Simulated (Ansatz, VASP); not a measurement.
## One calculation of ScCr2, two programs

The input INCAR:

```
PREC = Accurate ; ENCUT = 600
EDIFF = 1E-6 ; ISMEAR = 0
SIGMA = 0.1 ; LREAL = False
LASPH = True ; NELM = 60
ALGO = Fast ; ISIF = 3
LWAVE = False ; LCHARG = False
GGA = PE ; IBRION = 2
NSW = 100 ; EDIFFG = -0.01
```

KPOINTS

```
Automatic mesh
0
Gamma
  12 12 10
```

Contents of POSCAR:

```
ScCr2
1.0
    3.5951427670      0.0000000000      0.0000000000
   -1.7975713835      3.1134849664      0.0000000000
    0.0000000000      0.0000000000      4.5010173044
Sc Cr
1 2
Direct
    0.0000000000      0.0000000000      0.0000000000
    0.3333333333      0.6666666667      0.5000000000
    0.6666666667      0.3333333333      0.5000000000
```

Input for Ansatz:

```yaml
crystal:
  lattice:
    - [3.595142767, 0.0, 0.0]
    - [-1.7975713835, 3.1134849664, 0.0]
    - [0.0, 0.0, 4.5010173044]
  atoms:
    - { symbol: Sc, position: [0.0, 0.0, 0.0] }
    - { symbol: Cr, position: [0.3333333333, 0.6666666667, 0.5] }
    - { symbol: Cr, position: [0.6666666667, 0.3333333333, 0.5] }
basis:
  ecutwfc: 420
kpoints:
  mp_grid: { grid: [12, 12, 10] }
hamiltonian:
  xc: pbe
scf:
  occupations: { method: gaussian, width: 0.1 }
output:
  forces: true
  stress: true
  eigenvalues: true
relax:
  adjacent_minimum: "off"
  f_tol: 0.01
  max_steps: 80
  cell: { stress_tol: 0.05 }
```

Alike in both runs: task relaxation of cell and atoms; functional PBE; k mesh 12 × 12 × 10; occupations gaussian, width 0.1 eV; no spin polarisation.

|  | VASP | Ansatz |
| --- | --- | --- |
| version | VASP 6.6.1 | Ansatz 0.2.0 |
| potentials or method | VASP PAW PBE potentials, release 64 (Sc_sv, Cr_pv), cutoff 600 eV | scalar-relativistic, plane waves, PAW |
| valence electrons in the cell | 35 | 39 |

|  | VASP | Ansatz | Ansatz less VASP |
| --- | --- | --- | --- |
| gap on the k mesh at the Fermi level, each at its own relaxed structure (eV) | none | none | - |
| relaxed volume (Å³/atom) | 16.79 | 16.74 | -0.053 |
| relaxed cell length with the largest relative difference (Å) | 3.624 | 3.614 | -0.0096 |

A gap of «none» marks a metal or a gap that the smearing closes. VASP's potentials hold 35 valence electrons a cell and Ansatz's 39, so a difference there can come from the potentials and not from the codes.
